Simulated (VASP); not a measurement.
# Cl: single point with PBE

Cl:

```xyz
3
Lattice="4.7733 0.0000 0.0000 -2.3866 4.1338 0.0000 0.0000 0.0000 2.1488" Properties=species:S:1:pos:R:3 pbc="T T T"
Cl    0.0000    0.0000    0.0000
Cl    0.0000    2.7558    1.0744
Cl    2.3866    1.3779    1.0744
```

```json
{
  "Program": "VASP 6.6.1",
  "Task": "single point",
  "Functional": "PBE",
  "Potentials or basis": "VASP PAW PBE potentials, release 64 (Cl)",
  "Cutoff": "520 eV",
  "k mesh": "8 × 8 × 11",
  "Occupations": "fermi-dirac, width 0.05 eV",
  "Spin": "no spin polarisation"
}
```

| Item | Value |
| --- | --- |
| Pressure | 43.8 GPa |
| Band gap on the k mesh | zero (an odd number of electrons rules out a gap without spin polarisation) |

Stress tensor (GPa, compression positive):
```
43.88  0.00  0.00
 0.00 43.88  0.00
 0.00  0.00 43.67
```

Levels at points of the mesh, in eV from the Fermi level:
```tsv
k point	band 7	band 8	band 9	band 10	band 11	band 12	band 13	band 14
(0.00, 0.00, 0.00)	-6.64	-0.99	-0.99	4.83	5.81	6.04	7.65	12.30
(0.50, 0.00, 0.00)	-2.96	-2.89	-2.71	5.30	5.45	5.85	6.50	9.99
```

It took 13 s on 1 thread of AMD EPYC 9R45 (Zen 5), with other jobs on the host, peak memory 0.13 GiB.

Caveat: the cell stands under pressure; an odd number of electrons without spin polarisation forces a metal; a magnetic or distorted state may lie lower.
